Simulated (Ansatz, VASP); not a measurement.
## Ir in VASP and in Ansatz

```
Ir
1.0
     2.75869    0.00000    0.00000
    -1.37934    2.38909    0.00000
     0.00000    0.00000    4.46834
Ir
2
Direct
  0.33333 0.66667 0.25000
  0.66667 0.33333 0.75000
```

Alike in both runs: task single point; functional BLYP; k mesh 15 × 15 × 8; occupations fermi-dirac, width 0.1 eV; no spin polarisation.

|  | VASP | Ansatz |
| --- | --- | --- |
| version | VASP 6.6.1 | Ansatz 0.2.0 |
| potentials or method | VASP PAW PBE potentials, release 64 (Ir_sv_GW), cutoff 560 eV | plane waves (420 eV) with PAW, scalar-relativistic |
| valence electrons in the cell | 34 | 34 |

|  | VASP | Ansatz | Ansatz less VASP |
| --- | --- | --- | --- |
| pressure (GPa) | 12.8 | 12.9 | +0.17 |
| traceless stress, the component that is largest in VASP (GPa) | 0.14 | 0.13 | -0.007 |

VASP's potentials were made for PBE, not for BLYP. The functional is the same, so the differences come from potentials, cutoffs and numerics.

Neither program's run includes spin-orbit coupling.
